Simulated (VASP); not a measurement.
Wanted: the native input for a VASP 6.6.1 run.

| Item | Value |
| --- | --- |
| Task | single point |
| Functional | r2SCAN |
| Potentials or basis | VASP PAW PBE potentials, release 64 (Al, N) |
| Cutoff | 520 eV |
| k mesh | 9 × 9 × 4 |
| Occupations | gaussian, width 0.01 eV |
| Spin | no spin polarisation |
| Dipole correction | no |
| Further INCAR settings | ALGO = Normal; EDIFF = 1e-06; NBANDS = 16 |

Crystal: AlN.

```
CELL_PARAMETERS angstrom
3.10669 0.00000 0.00000
-1.55335 2.69048 0.00000
0.00000 0.00000 4.97859
ATOMIC_POSITIONS crystal
Al 0.33333 0.66667 0.99670
Al 0.66667 0.33333 0.49670
N 0.33333 0.66667 0.37830
N 0.66667 0.33333 0.87830
```

The input as run:

POSCAR

```
AlN
1.0
    3.1066937589      0.0000000000      0.0000000000
   -1.5533468794      2.6904757169      0.0000000000
    0.0000000000      0.0000000000      4.9785915513
Al N
2 2
Direct
    0.3333333333      0.6666666667     -0.0032954729
    0.6666666667      0.3333333333      0.4967045271
    0.3333333333      0.6666666667      0.3782954729
    0.6666666667      0.3333333333      0.8782954729
```

INCAR.step1

```
SYSTEM = AlN
PREC = Accurate
ENCUT = 520
ISMEAR = 0
SIGMA = 0.01
LREAL = .FALSE.
LASPH = .TRUE.
NELM = 100
NBANDS = 16
GGA = PE
ALGO = Normal
EDIFF = 1E-4
LWAVE = .TRUE.
LCHARG = .FALSE.
```

INCAR.step2

```
SYSTEM = AlN
PREC = Accurate
ENCUT = 520
EDIFF = 1E-6
ISMEAR = 0
SIGMA = 0.01
LREAL = .FALSE.
LASPH = .TRUE.
NELM = 100
ALGO = Normal
ISIF = 2
LWAVE = .FALSE.
LCHARG = .FALSE.
METAGGA = R2SCAN
LMIXTAU = .TRUE.
NBANDS = 16
ISTART = 1
```

KPOINTS

```
Automatic mesh
0
G
  9 9 4
  0 0 0
```

Potentials or basis: VASP PAW PBE potentials, release 64 (Al, N).

Launch:

```sh
$ cat potpaw_PBE.64/Al/POTCAR potpaw_PBE.64/N/POTCAR > POTCAR
$ cp INCAR.step1 INCAR
$ mpirun -np 1 vasp_std > vasp.out
$ cp INCAR.step2 INCAR
$ mpirun -np 1 vasp_std > vasp.out
```

Results of the run:

```json
{
 "Pressure": "-0.4 GPa",
 "Band gap on the k mesh": "4.92 eV, direct"
}
```

Caveat: the PAW data sets were made with another functional, which shifts forces and pressure a little.

Wall time 54 s on 1 thread of AMD EPYC 9R45 96-Core Processor (Zen 5), with other jobs on the host, peak memory 0.14 GiB.
